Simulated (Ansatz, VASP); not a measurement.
**Two plane-wave programs on Hf**

File INCAR:

```
SYSTEM = Hf
PREC = Accurate
ENCUT = 520
EDIFF = 1E-7
ISMEAR = 0
SIGMA = 0.15
LREAL = .FALSE.
LASPH = .TRUE.
NELM = 80
ALGO = Fast
ISIF = 2
LWAVE = .FALSE.
LCHARG = .TRUE.
GGA = PS
LELF = .TRUE.
LVHAR = .TRUE.
NBANDS = 17
```

Contents of KPOINTS:

```
regular mesh
0
G
  18 18 10
  0 0 0
```

File POSCAR:

```
Hf
1.0
    3.3972891043      0.0000000000      0.0000000000
   -1.6986445521      2.5316076913      0.0000000000
    0.0000000000      0.0000000000      4.9962244915
Hf
2
Direct
    0.3333333333      0.6666666667      0.2500000000
    0.6666666667      0.3333333333      0.7500000000
```

Input for Ansatz:

```yaml
crystal:
  lattice:
    - [3.3972891043, 0.0, 0.0]
    - [-1.6986445521, 2.5316076913, 0.0]
    - [0.0, 0.0, 4.9962244915]
  atoms:
    - { symbol: Hf, position: [0.3333333333, 0.6666666667, 0.25] }
    - { symbol: Hf, position: [0.6666666667, 0.3333333333, 0.75] }
basis:
  ecutwfc: 420
kpoints:
  mp_grid: { grid: [18, 18, 10] }
hamiltonian:
  xc: pbesol
  pseudopotentials: { kind: paw }
scf:
  occupations: { method: gaussian, width: 0.15 }
output:
  forces: true
  stress: true
  eigenvalues: true
```

Change from the starting cell: strain +e along x and -e along y +0.0750, strain +e along z and -e/2 along x and y +0.0000.

Alike in both runs: task single point; functional PBEsol; k mesh 18 × 18 × 10; occupations gaussian, width 0.15 eV; no spin polarisation.

```csv
,VASP,Ansatz
version,VASP 6.6.1,Ansatz 0.2.0
potentials or method,"VASP PAW PBE potentials, release 64 (Hf_pv), cutoff 520 eV","scalar-relativistic, plane waves, PAW"
valence electrons in the cell,20,52
```

|  | VASP | Ansatz | Ansatz less VASP |
| --- | --- | --- | --- |
| gap on the k mesh at the Fermi level (eV) | none | none | - |
| pressure (GPa) | 0.5 | 0.8 | +0.28 |
| traceless stress, the component that is largest in VASP (GPa) | 7.70 | 7.60 | -0.100 |
| rms of the force components (eV/Å) | 0.255 | 0.257 | +0.0020 |

VASP's potentials were made for PBE, not for PBEsol. Atom by atom the forces differ by 0.002 eV/Å (rms over components). A gap of «none» marks a metal or a gap that the smearing closes. VASP's potentials hold 20 valence electrons a cell and Ansatz's 52, so a difference there can come from the potentials and not from the codes.

Spin-orbit coupling is off throughout.
